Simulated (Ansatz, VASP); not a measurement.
**Re in VASP and in Ansatz**

```xyz
1
Lattice="0.0000 1.9579 1.9579 1.9579 0.0000 1.9579 1.9579 1.9579 0.0000" Properties=species:S:1:pos:R:3 pbc="T T T"
Re    0.0000    0.0000    0.0000
```

Alike in both runs: functional PBE; k mesh 18 × 18 × 18; occupations fermi-dirac, width 0.05 eV; no spin polarisation.

Ansatz relaxed the structure, and its values are those at the end. VASP's run is a single point on that final structure, the one shown.

|  | VASP | Ansatz |
| --- | --- | --- |
| version | VASP 6.6.1 | Ansatz 0.2.0 |
| potentials or method | VASP PAW PBE potentials, release 64 (Re), cutoff 520 eV | all-electron LAPW, scalar-relativistic |

VASP gave:

```
pressure (GPa) : -0.7
```

Q: Estimate Ansatz's values.

A: Pressure (GPa): 0.0.

Ansatz ran all-electron here, and VASP with PAW potentials.

Spin-orbit coupling is off throughout.
